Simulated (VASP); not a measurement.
# Si in VASP: further runs

Runs on Si. Level: PBE. Tasks: single point.

Program: VASP 6.6.1. These are calculated values, not measurements. Logs are shortened: lines on timing, memory, paths and dates and some standing lists are left out, and cuts for length are marked.

## 1. The cell of the first run

It takes space group I4_1/amd (No. 141, tetragonal). Conventional cell: a = 3.766 Å, b = 3.766 Å, c = 5.757 Å, α = 90.00°, β = 90.00°, γ = 90.00°. Si (site symmetry -4m2) has 4 Si at 2.37 Å within 3.1 Å.

## 2. Single point, PBE

Contents of INCAR:

```
SYSTEM = Si
PREC = Accurate
ENCUT = 520
EDIFF = 1E-6
ISMEAR = 0
SIGMA = 0.05
LREAL = .FALSE.
LASPH = .TRUE.
NELM = 100
ALGO = Normal
ISIF = 2
LWAVE = .FALSE.
LCHARG = .FALSE.
GGA = PE
NBANDS = 11
```

Contents of KPOINTS:

```
Automatic mesh
0
G
  8 8 8
  0 0 0
```

Contents of POSCAR:

```
Si
1.0
    0.0000000000      2.6630905849      2.8784624807
    2.6630905849      0.0000000000      2.8784624807
    2.6630905849      2.6630905849      0.0000000000
Si
2
Direct
    0.5000000000      0.5000000000      0.5000000000
    0.7500000000      0.7500000000      0.7500000000
```

Potentials or basis: VASP PAW PBE potentials, release 64 (Si).

Command:

```console
cat potpaw_PBE.64/Si/POTCAR > POTCAR
mpirun -np 1 vasp_std > vasp.out
```

OUTCAR:

```text
SYSTEM = Si
   PREC = Accurate
   ENCUT = 520
   EDIFF = 1E-6
   ISMEAR = 0
   LREAL = .FALSE.
   LASPH = .TRUE.
   NELM = 100
   ISIF = 2
   GGA = PE

 ion  position               nearest neighbor table
   1  0.500  0.500  0.500-   2 2.37   2 2.37   2 2.37   2 2.37
   2  0.750  0.750  0.750-   1 2.37   1 2.37   1 2.37   1 2.37

  LATTYP: Found a body centered tetragonal cell.
 ALAT       =     3.7661788230
 C/A-ratio  =     1.5285851342

  Lattice vectors:

 A1 = (  -2.6630905849,   0.0000000000,   2.8784624807)
 A2 = (   2.6630905849,   0.0000000000,   2.8784624807)
 A3 = (   0.0000000000,   2.6630905849,  -2.8784624807)

Analysis of symmetry for initial positions (statically):
=====================================================================
 Subroutine PRICEL returns:
 Original cell was already a primitive cell.

 Routine SETGRP: Setting up the symmetry group for a
 body centered tetragonal supercell.

 Subroutine GETGRP returns: Found 16 space group operations
 (whereof  8 operations were pure point group operations)
 out of a pool of 16 trial point group operations.

The static configuration has the point symmetry D_2d.
 The point group associated with its full space group is D_4h.

Analysis of symmetry for dynamics (positions and initial velocities):
=====================================================================
 Subroutine PRICEL returns:
 Original cell was already a primitive cell.

 Routine SETGRP: Setting up the symmetry group for a
 body centered tetragonal supercell.

 Subroutine GETGRP returns: Found 16 space group operations
 (whereof  8 operations were pure point group operations)
 out of a pool of 16 trial point group operations.

The dynamic configuration has the point symmetry D_2d.
 The point group associated with its full space group is D_4h.

 Subroutine INISYM returns: Found 16 space group operations
 (whereof  8 operations are pure point group operations),
 and found     1 'primitive' translations

----------------------------------------------------------------------------------------

                                     Primitive cell

  volume of cell :      40.8284

  direct lattice vectors                    reciprocal lattice vectors
     0.000000000  2.663090585  2.878462481    -0.187751781  0.187751781  0.173703845
     2.663090585  0.000000000  2.878462481     0.187751781 -0.187751781  0.173703845
     2.663090585  2.663090585  0.000000000     0.187751781  0.187751781 -0.173703845

[... 85 lines left out ...]
   EDIFFG = 0.1E-04   stopping-criterion for IOM
   NSW    =      0    number of steps for IOM
   IBRION =     -1    ionic relax: 0-MD 1-quasi-New 2-CG
   NFREE  =      0    steps in history (QN), initial steepest desc. (CG)
   ISIF   =      2    stress and relaxation
   ISYM   =      2    0-nonsym 1-usesym 2-fastsym
   POTIM  = 0.5000    time-step for ionic-motion
   TEBEG  =    0.0;   TEEND  =   0.0 temperature during run
   PSTRESS=    0.0 pullay stress
   NELECT =       8.0000    total number of electrons
   NUPDOWN=      -1.0000    fix difference up-down
   EMIN   =  10.00;   EMAX   =-10.00  energy-range for DOS
   EFERMI =   0.00;   METHOD = LEGACY
   ISMEAR =     0;   SIGMA  =   0.05  broadening in eV -4-tet -1-fermi 0-gaus
   EFERMI_NEDOS =   21; number of points for ismear=-14 and -15
   IALGO  =     38    algorithm
   IMIX   =      4    mixing-type and parameters
     AMIX     =   0.40;   BMIX     =  1.00
     AMIX_MAG =   1.60;   BMIX_MAG =  1.00
  volume/ion in A,a.u.               =      20.41       137.76
  Fermi-wavevector in a.u.,A,eV,Ry     =   0.950862  1.796868 12.301543  0.904138
  Thomas-Fermi vector in A             =   2.079278
   LORBIT       =      0    0 simple, 1 ext, 2 COOP (PROOUT), +10 PAW based schemes
   GGA     = PE    functional components
   LHFCALC =     F    Hartree Fock is set to
   AEXX    =    0.0000 exact exchange contribution
   IVDW    =     0    specifies the selected vdW correction
   LEPSILON=     F    determine dielectric tensor
   LRPA    =     F    only Hartree local field effects (RPA)
 non-spin polarized calculation
 Gauss-broadening in eV      SIGMA  =   0.05
  energy-cutoff  :      520.00
  volume of cell :       40.83
 maximum number of plane-waves:      1110
 NGX is ok and might be reduce to    30
   NGX = 15   NGY = 15   NGZ = 13

 number of electron       8.0000000 magnetization

 Free energy of the ion-electron system (eV)
  ---------------------------------------------------
  ext. energy  EPLUGINS =         0.00000000
  ---------------------------------------------------
  free energy    TOTEN  =       -10.79222909 eV

  energy without entropy =      -10.79222725  energy(sigma->0) =      -10.79222817

 E-fermi :   5.9538     XC(G=0):  -9.3393

 val. band max:        5.8440980468   @ k =   0.0000   0.0000   0.0000
 cond. band min:       6.0705552682   @ k =   0.3750   0.0000   0.3750
 fundamental gap:      0.2264572215
 Fermi energy:         5.9537975682

 k-point     1 :       0.0000    0.0000    0.0000
  band No.  band energies     occupation
      1      -6.1840      2.00000
      2       5.2474      2.00000
      3       5.8441      1.99808
      4       5.8441      1.99808
      5       8.1322      0.00000
      6       8.1322      0.00000
      7       8.4093      0.00000
      8       8.6908      0.00000
      9      12.6377      0.00000
     10      13.5261      0.00000
     11      14.0681      0.00000
[... 309 lines left out ...]
 k-point    24 :       0.3750    0.0000    0.1250
  band No.  band energies     occupation
      1      -4.6200      2.00000
      2       0.3964      2.00000
      3       3.7362      2.00000
      4       4.1799      2.00000
      5       7.6164      0.00000
      6       9.2618      0.00000
      7      10.2136      0.00000
      8      10.9204      0.00000
      9      14.6567      0.00000
     10      15.0004      0.00000
     11      15.9468      0.00000

 [... further k-points ...]
[... 5 lines left out ...]
  --------------------------------------------------------------------------------------
  -------------------------------------------------------------------------------------
  Total        0.7125911      0.7125911     -1.4443762      0.0000000      0.0000000      0.0000000
  in kB       27.9633070     27.9633070    -56.6798208      0.0000000      0.0000000      0.0000000
  external PRESSURE =      -0.2510689 kB  Pullay stress =       0.0000000 kB

 VOLUME and BASIS-vectors are now :
 -----------------------------------------------------------------------------
  energy-cutoff  :      520.00
  volume of cell :       40.83
      direct lattice vectors                 reciprocal lattice vectors
     0.000000000  2.663090585  2.878462481    -0.187751781  0.187751781  0.173703845
     2.663090585  0.000000000  2.878462481     0.187751781 -0.187751781  0.173703845
     2.663090585  2.663090585  0.000000000     0.187751781  0.187751781 -0.173703845

 POSITION                                       TOTAL-FORCE (eV/Angst)
 -----------------------------------------------------------------------------------
      2.66309      2.66309      2.87846        -0.000000     -0.000000     -0.000000
      3.99464      3.99464      4.31769         0.000000      0.000000      0.000000
 -----------------------------------------------------------------------------------
    total drift:                                0.000000     -0.000000     -0.000000

  FREE ENERGIE OF THE ION-ELECTRON SYSTEM (eV)
  ---------------------------------------------------
  free  energy   TOTEN  =       -10.7922290907 eV

  energy  without entropy=      -10.7922272520  energy(sigma->0) =      -10.79222817
```

OSZICAR:

```text
N       E                     dE             d eps       ncg     rms          rms(c)
DAV:   1     0.850912624074E+01    0.85091E+01   -0.33616E+03  1298   0.592E+02
DAV:   2    -0.103720948989E+02   -0.18881E+02   -0.18229E+02  1785   0.866E+01
DAV:   3    -0.109563212806E+02   -0.58423E+00   -0.58240E+00  1654   0.133E+01
DAV:   4    -0.109609922659E+02   -0.46710E-02   -0.46703E-02  1593   0.152E+00
DAV:   5    -0.109610403558E+02   -0.48090E-04   -0.48089E-04  1654   0.144E-01    0.474E+00
DAV:   6    -0.108446770714E+02    0.11636E+00   -0.65325E-02  1457   0.105E+00    0.288E+00
DAV:   7    -0.107907617692E+02    0.53915E-01   -0.12769E-01  1478   0.158E+00    0.167E-01
DAV:   8    -0.107920026427E+02   -0.12409E-02   -0.56959E-03  1492   0.406E-01    0.796E-02
DAV:   9    -0.107922053070E+02   -0.20266E-03   -0.19927E-04  1636   0.863E-02    0.581E-02
DAV:  10    -0.107922284014E+02   -0.23094E-04   -0.19713E-05  1535   0.258E-02    0.498E-03
DAV:  11    -0.107922290907E+02   -0.68923E-06   -0.20107E-06  1580   0.737E-03
   1 F= -.10792229E+02 E0= -.10792228E+02  d E =-.183867E-05
```

stdout:

```text
POSCAR found type information on POSCAR Si
 POSCAR found :  1 types and       2 ions
 scaLAPACK will be used
 LDA part: xc-table for (Slater+PW92), standard interpolation
 POSCAR, INCAR and KPOINTS ok, starting setup
 FFT: planning ... GRIDC
 FFT: planning ... GRID_SOFT
 FFT: planning ... GRID
 WAVECAR not read
 entering main loop
```

Wall time 12 s (1 thread of AMD EPYC 9R45 (Zen 5), shared host); peak memory 0.13 GiB.

What came out:

```yaml
Free_energy: -10.7922 eV
Pressure: 0.0 GPa
Band_gap_on_the_k_mesh: 0.23 eV (least direct gap 2.04 eV)
```

Caveat: the cell differs from its parent crystal (strain +e along x and -e along y +0.0000, strain +e along z and -e/2 along x and y +0.0525); the stress differs along the axes, from -6 to 3 GPa; semilocal functionals underestimate gaps, and a narrow one can read as zero. A k mesh can miss the band edges.

## 3. Single point, PBE

Contents of INCAR:

```
PREC = Accurate
ENCUT = 520
EDIFF = 1E-6
ISMEAR = 0
SIGMA = 0.05
LREAL = False
LASPH = True
NELM = 60
ALGO = Normal
ISIF = 2
LWAVE = False
LCHARG = False
GGA = PE
NBANDS = 11
```

Contents of KPOINTS:

```
regular mesh
0
Gamma
  8 8 8
```

Contents of POSCAR:

```
Si
1.0
    0.0000000000      2.9399973081      2.9263229020
    2.3383234404      0.0000000000      2.9263229020
    2.3383234404      2.9399973081      0.0000000000
Si
2
Direct
    0.5000000000      0.5000000000      0.5000000000
    0.7500000000      0.7500000000      0.7500000000
```

Potentials or basis: VASP PAW PBE potentials, release 64 (Si).

Command:

```console
cat potpaw_PBE.64/Si/POTCAR > POTCAR
mpirun -np 1 vasp_std > vasp.out
```

Wall time 17 s (1 thread of AMD EPYC 9R45 (Zen 5), shared host); peak memory 0.15 GiB.

Results (log left out):

```yaml
Free_energy: -10.5563 eV
Pressure: -0.7 GPa
Band_gap_on_the_k_mesh: zero (bands 4 and 5 overlap by 1.59 eV)
```

Stress tensor (GPa, compression positive):
```
 7.33  0.00  0.00
 0.00 -5.05  0.00
 0.00  0.00 -4.43
```

Levels at points of the mesh, in eV from the Fermi level:
| k point | band 2 | band 3 | band 4 | band 5 | band 6 | band 7 |
| --- | --- | --- | --- | --- | --- | --- |
| (0.00, 0.00, 0.00) | -0.44 | -0.38 | 0.86 | 2.22 | 2.83 | 3.09 |
| (0.50, 0.00, 0.00) | -6.93 | -2.06 | -0.43 | 0.57 | 2.54 | 5.19 |
| (0.50, 0.50, 0.00) | -8.19 | -2.12 | -2.12 | 1.43 | 1.43 | 7.74 |
| (0.50, 0.00, 0.50) | -8.22 | -2.08 | -2.08 | 1.47 | 1.47 | 7.80 |
| (0.00, 0.50, 0.50) | -6.96 | -3.85 | -3.85 | -0.31 | -0.31 | 9.70 |

Caveat: the cell differs from its parent crystal (strain +e along x and -e along y -0.1100, strain +e along z and -e/2 along x and y +0.0700); the stress differs along the axes, from -5 to 7 GPa.

[end of part 1 of 2]

The gap in the log of VASP goes by the Fermi energy; the results here count the filled bands.